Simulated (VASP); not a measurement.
A run of VASP 6.6.1 is set up as follows.

INCAR

```
SYSTEM = SiGe
PREC = Accurate
ENCUT = 520
EDIFF = 1E-6
ISMEAR = 0
SIGMA = 0.03
LREAL = .FALSE.
LASPH = .TRUE.
NELM = 80
ALGO = Normal
ISIF = 2
LWAVE = .FALSE.
LCHARG = .FALSE.
GGA = PS
NBANDS = 26
```

The input KPOINTS:

```
regular mesh
0
G
  12 12 6
  0 0 0
```

POSCAR

```
SiGe
1.0
    3.9005968931      0.0000000000      0.0000000000
   -1.9502984466      3.3780159994      0.0000000000
    0.0000000000      0.0000000000      6.4433927721
Si Ge
2 2
Direct
    0.6666666667      0.3333333333      0.8745463420
    0.3333333333      0.6666666667      0.3745463420
    0.6666666667      0.3333333333      0.4888128275
    0.3333333333      0.6666666667     -0.0111871725
```

Potentials or basis: VASP PAW PBE potentials, release 64 (Si, Ge_d).

The run is started by

```sh
$ cat potpaw_PBE.64/Si/POTCAR potpaw_PBE.64/Ge_d/POTCAR > POTCAR
$ mpirun -np 1 vasp_std > vasp.out
```

Problem. Predict the band gap on the k mesh.

Solution. 0.15 eV.

Problem. What does it give for the pressure?

Solution. 0.2 GPa.

Problem. Predict the largest force.

Solution. 0.813 eV/Å.

Forces on the atoms (eV/Å):
```
Si   0.000  0.000 -0.813
Si   0.000  0.000 -0.813
Ge   0.000  0.000  0.813
Ge   0.000  0.000  0.813
```

Caveat: the cell differs from its parent crystal (all Ge atoms moved -0.075 Å, as atom 3 along Cartesian [0 0 1]); the PAW data sets were made with another functional, which shifts forces and pressure a little. A k mesh can miss the band edges.
